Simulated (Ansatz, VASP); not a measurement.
**HfSnSe4 in VASP and in Ansatz**

```
CELL_PARAMETERS angstrom
5.07056 0.00000 0.00000
-2.53528 4.39124 0.00000
0.00000 0.00000 5.80000
ATOMIC_POSITIONS crystal
Hf 0.00000 0.00000 0.00000
Sn 0.00000 0.00000 0.50000
Se 0.33333 0.66667 0.76730
Se 0.33333 0.66667 0.23270
Se 0.66667 0.33333 0.76730
Se 0.66667 0.33333 0.23270
```

Change from the starting cell: species swapped into the TiVB4 type (P6/mmm, No. 191).

Alike in both runs: task relaxation of cell and atoms; functional PBE; k mesh 6 × 6 × 4; occupations gaussian, width 0.1 eV; no spin polarisation.

|  | VASP | Ansatz |
| --- | --- | --- |
| version | VASP 6.6.1 | Ansatz 0.2.0 |
| potentials or method | VASP PAW PBE potentials, release 64 (Hf_pv, Sn_d, Se), cutoff 600 eV | scalar-relativistic, plane waves, PAW |
| valence electrons in the cell | 48 | 104 |

|  | VASP | Ansatz | Ansatz less VASP |
| --- | --- | --- | --- |
| gap on the k mesh at the Fermi level, each at its own relaxed structure (eV) | none | none | - |
| relaxed volume (Å³/atom) | 21.77 | 21.84 | +0.074 |
| relaxed cell length with the largest relative difference (Å) | 6.035 | 6.058 | +0.0231 |

A gap of «none» marks a metal or a gap that the smearing closes. VASP's potentials hold 48 valence electrons a cell and Ansatz's 104, so a difference there can come from the potentials and not from the codes.

Spin-orbit coupling is off throughout.
